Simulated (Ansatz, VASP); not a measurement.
## BP: VASP beside Ansatz

The input INCAR:

```
SYSTEM = BP
ALGO = Normal
EDIFF = 1E-8
ENCUT = 520
ISIF = 2
ISMEAR = -1
LASPH = .True.
LCHARG = .False.
LEFG = .True.
LREAL = .False.
LWAVE = .False.
NBANDS = 11
NELM = 60
PREC = Accurate
SIGMA = 0.08
```

File KPOINTS:

```
k-points
0
Gamma
  12 12 12
  0 0 0
```

The input POSCAR:

```
BP
1.0
    0.0000000000      2.3135014941      2.3135014941
    2.3135014941      0.0000000000      2.3135014941
    2.3135014941      2.3135014941      0.0000000000
B P
1 1
Direct
    0.0000000000      0.0000000000      0.0000000000
    0.7500000000      0.7500000000      0.7500000000
```

Input for Ansatz:

```yaml
crystal:
  lattice:
    - [0.0, 2.3135014941, 2.3135014941]
    - [2.3135014941, 0.0, 2.3135014941]
    - [2.3135014941, 2.3135014941, 0.0]
  atoms:
    - { symbol: B, position: [0.0, 0.0, 0.0] }
    - { symbol: P, position: [0.75, 0.75, 0.75] }
kpoints:
  mp_grid: { grid: [12, 12, 12] }
scf:
  occupations: { method: fermi_dirac, width: 0.08 }
hamiltonian:
  xc: lda
  pseudopotentials: { kind: all_electron, datasets: crystal }
output:
  forces: true
  stress: true
  eigenvalues: true
  efg: { contact_densities: true }
```

Change from the starting cell: volume scaled by 1.06, crystal datasets.

Alike in both runs: task electric field gradients; functional LDA; k mesh 12 × 12 × 12; occupations fermi-dirac, width 0.08 eV; no spin polarisation.

```csv
,VASP,Ansatz
version,VASP 6.6.1,Ansatz 0.2.0
potentials or method,"VASP PAW LDA potentials, release 64 (B, P), cutoff 520 eV","all-electron PAW with datasets made for the crystal, scalar-relativistic"
```

```csv
,VASP,Ansatz,Ansatz less VASP
pressure (GPa),-13.4,-13.3,+0.05
```

LDA's correlation is that of Perdew and Zunger in VASP and of Perdew and Wang (1992) in Ansatz. Ansatz ran all-electron here, and VASP with PAW potentials.
